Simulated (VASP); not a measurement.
The system is Ta2SiO3.

```
Ta Si O
1.0
     5.02591    0.00000    0.00000
    -2.51295    4.35256    0.00000
     0.00000    0.00000    3.22304
Ta Si O
2 1 3
Direct
  0.33333 0.66667 0.50000
  0.66667 0.33333 0.50000
  0.00000 0.00000 0.00000
  0.59322 0.00000 0.00000
  0.00000 0.59322 0.00000
  0.40678 0.40678 0.00000
```

Base run:

```yaml
Program: VASP 6.6.1
Functional: PBE
Potentials_or_basis: VASP PAW PBE potentials, release 64 (Ta_pv, Si, O)
Cutoff: 520 eV
k_mesh: 6 × 6 × 8
Occupations: gaussian, width 0.02 eV
Spin: no spin polarisation
```

Its results: band gap on the k mesh 0.68 eV, indirect (the least direct gap lies 1.1 meV higher); pressure 0.4 GPa; largest force 0.010 eV/Å.

Q: The run is repeated on the same cell with these changes: potentials or basis from VASP PAW PBE potentials, release 64 (Ta_pv, Si, O) to VASP PAW PBE potentials, release 64 (Ta_sv_GW, Si, O); cutoff from 520 eV to 600 eV; further incar settings from ALGO = Normal; EDIFF = 1e-06; NBANDS = 31 to ALGO = Normal; EDIFF = 1e-06; NBANDS = 33; valence electrons from 44 to 48. What comes out?

A: Band gap on the k mesh 0.68 eV, direct; pressure -0.1 GPa; largest force 0.010 eV/Å.

Caveats: spin-orbit coupling is left out, which moves the levels of the heavy elements.

A k mesh can miss the band edges.
